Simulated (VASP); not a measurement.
The system is WS2.

```xyz
6
Lattice="3.1842 0.0000 0.0000 -1.5921 2.7576 0.0000 0.0000 0.0000 12.9783" Properties=species:S:1:pos:R:3 pbc="T T T"
W     0.0000    1.8384    3.2446
W     1.5921    0.9192    9.7337
S     0.0000    1.8384    8.1738
S     1.5921    0.9192    1.6846
S     0.0000    1.8384   11.2936
S     1.5921    0.9192    4.8045
```

```yaml
Program: VASP 6.6.1
Task: relaxation of cell and atoms
Functional: LDA
Potentials_or_basis: VASP PAW LDA potentials, release 64 (W_sv, S)
Cutoff: 600 eV
k_mesh: 12 × 12 × 2
Occupations: gaussian, width 0.02 eV
Spin: no spin polarisation
```

At the start: pressure -5.3 GPa; volume 18.99 Å³/atom.

Question: Where does the relaxation end?

Answer: Over 25 steps the energy falls by 19.9 meV/atom and the volume is 17.20 Å³/atom (-9.5 %); space group P6_3/mmc (No. 194, to 0.1 Å) before and after.

The path:
| step | energy change (eV) | largest force (eV/Å) | pressure (GPa) | volume (Å³) |
| --- | --- | --- | --- | --- |
| 1 | 0.0000 | 0.2825 | -5.34 | 113.96 |
| 2 | 0.2121 | 1.7315 | 12.84 | 103.83 |
| 3 | -0.0645 | 0.3125 | -0.22 | 110.53 |
| 4 | -0.0645 | 0.3250 | -0.10 | 110.46 |
| 5 | -0.0780 | 0.0650 | -0.15 | 109.52 |
| 6 | -0.0781 | 0.0824 | -0.14 | 109.59 |
| 7 | -0.0813 | 0.0813 | -0.16 | 109.26 |
| 8 | -0.0905 | 0.0791 | -0.15 | 108.28 |
| 9 | -0.1066 | 0.0798 | -0.05 | 106.33 |
| 10 | -0.1174 | 0.0919 | 0.63 | 102.42 |
| 11 | -0.1185 | 0.0978 | 0.44 | 103.39 |
| 12 | -0.1119 | 0.2613 | -1.87 | 103.71 |
| 13 | -0.1193 | 0.0077 | -0.14 | 103.47 |
| 14 | -0.1194 | 0.0070 | 0.01 | 103.24 |
| 15 | -0.1194 | 0.0023 | -0.04 | 103.31 |
| 16 | -0.1194 | 0.0156 | 0.09 | 103.25 |
| 17 | -0.1194 | 0.0038 | 0.01 | 103.29 |
| 18 | -0.1194 | 0.0040 | -0.01 | 103.29 |
| 19 | -0.1194 | 0.0042 | -0.02 | 103.29 |
| 20 | -0.1194 | 0.0045 | -0.02 | 103.28 |
| 21 | -0.1195 | 0.0050 | -0.01 | 103.25 |
| 22 | -0.1195 | 0.0064 | 0.01 | 103.20 |
| 23 | -0.1195 | 0.0026 | 0.00 | 103.19 |
| 24 | -0.1195 | 0.0005 | -0.01 | 103.18 |
| 25 | -0.1195 | 0.0000 | 0.00 | 103.17 |

Final structure:
```yaml
crystal:
  lattice:
    - [3.12984, 0.00000, 0.00000]
    - [-1.56492, 2.71052, 0.00000]
    - [0.00000, 0.00000, 12.16181]
  atoms:
    - { symbol: W, position: [0.33333, 0.66667, 0.25000] }
    - { symbol: W, position: [0.66667, 0.33333, 0.75000] }
    - { symbol: S, position: [0.33333, 0.66667, 0.62147] }
    - { symbol: S, position: [0.66667, 0.33333, 0.12147] }
    - { symbol: S, position: [0.33333, 0.66667, 0.87853] }
    - { symbol: S, position: [0.66667, 0.33333, 0.37853] }
```
